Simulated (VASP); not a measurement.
Write the native input for VASP 6.6.1 that does the following.

```yaml
Task: single point
Functional: PBE
Potentials_or_basis: VASP PAW PBE potentials, release 64 (Ir, Cl)
Cutoff: 520 eV
k_mesh: 12 × 12 × 1
Occupations: gaussian, width 0.1 eV
Spin: no spin polarisation
Dipole_correction: yes
Further_INCAR_settings: ALGO = Normal; EDIFF = 1e-06; NBANDS = 25
```

The structure of Ir3Cl lies in POSCAR:

```
Ir3Cl
1.0
    2.7367600872      0.0000000000      0.0000000000
   -1.3683800436      2.3701037596      0.0000000000
    0.0000000000      0.0000000000     19.8425800730
Ir Cl
3 1
Direct
    0.6666666667      0.3333333333      0.2015866881
    0.3333333333      0.6666666667      0.3110139949
    0.0000000000      0.0000000000      0.4204382718
    0.0000000000      0.0000000000      0.5346244506
```

One way to write it, as run:

INCAR

```
SYSTEM = Ir3Cl
  PREC = Accurate
  ENCUT = 520
  EDIFF = 1E-6
  ISMEAR = 0
  SIGMA = 0.1
  LREAL = .False.
  LASPH = .True.
  NELM = 60
  ALGO = Normal
  ISIF = 2
  LWAVE = .False.
  LCHARG = .False.
  LDIPOL = .True.
  IDIPOL = 3
  DIPOL = 0.5 0.5 0.367
  GGA = PE
  NBANDS = 25
```

KPOINTS

```
Automatic mesh
0
Gamma
  12 12 1
  0 0 0
```

Potentials or basis: VASP PAW PBE potentials, release 64 (Ir, Cl).

Launch:

```sh
$ cat potpaw_PBE.64/Ir/POTCAR potpaw_PBE.64/Cl/POTCAR > POTCAR
$ mpirun -np 1 vasp_std > vasp.out
```

It gave:

```
Largest force          : 0.293 eV/Å
Band gap on the k mesh : zero (bands 17 and 18 overlap by 1.67 eV)
```

Caveat: spin-orbit coupling is left out, which moves the levels of the heavy elements.

It took 99 s on 1 thread of Intel(R) Xeon(R) Platinum 8375C CPU @ 2.90GHz (Ice Lake), with other jobs on the host, peak memory 0.26 GiB.
